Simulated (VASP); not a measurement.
Wanted: the native input for a VASP 6.6.1 run.

```yaml
Task: single point
Functional: PBEsol
Potentials_or_basis: VASP PAW PBE potentials, release 64 (Ga_d, P)
Cutoff: 500 eV
k_mesh: 8 × 8 × 8
Occupations: gaussian, width 0.01 eV
Spin: no spin polarisation
Dipole_correction: no
Further_INCAR_settings: ALGO = Normal; EDIFF = 1e-06; NBANDS = 16
```

The structure of GaP lies in POSCAR:

```
GaP
1.0
    0.0000000000      2.7192248652      2.7192248652
    2.7192248652      0.0000000000      2.7192248652
    2.7192248652      2.7192248652      0.0000000000
Ga P
1 1
Direct
    0.0000000000      0.0000000000      0.0000000000
    0.2500000000      0.2500000000      0.2500000000
```

These files were run (other wordings do the same):

INCAR

```
PREC     = Accurate       # precision mode
ENCUT    = 500            # plane-wave cutoff, eV
EDIFF    = 1E-6           # SCF threshold, eV
ISMEAR   = 0              # smearing method
SIGMA    = 0.01           # smearing width, eV
LREAL    = F              # projectors in reciprocal space
LASPH    = T              # aspherical terms in the spheres
NELM     = 120            # most SCF steps
ALGO     = Normal         # electronic algorithm
ISIF     = 2              # what is computed and relaxed
LWAVE    = F              # write WAVECAR
LCHARG   = F              # write CHGCAR
GGA      = PS             # functional
NBANDS   = 16             # bands
GGA_COMPAT= F
```

KPOINTS

```
regular mesh
0
Gamma
  8 8 8
```

Potentials or basis: VASP PAW PBE potentials, release 64 (Ga_d, P).

Run with:

```sh
$ cat potpaw_PBE.64/Ga_d/POTCAR potpaw_PBE.64/P/POTCAR > POTCAR
$ mpirun -np 1 vasp_std > vasp.out
```

It gave:

```
Pressure               : -0.1 GPa
Band gap on the k mesh : 1.50 eV (least direct gap 1.80 eV)
```

Caveat: the PAW data sets were made with another functional, which shifts forces and pressure a little.

Wall time 19 s on 1 thread of Intel Xeon 8259CL (shared host), peak memory 0.16 GiB.
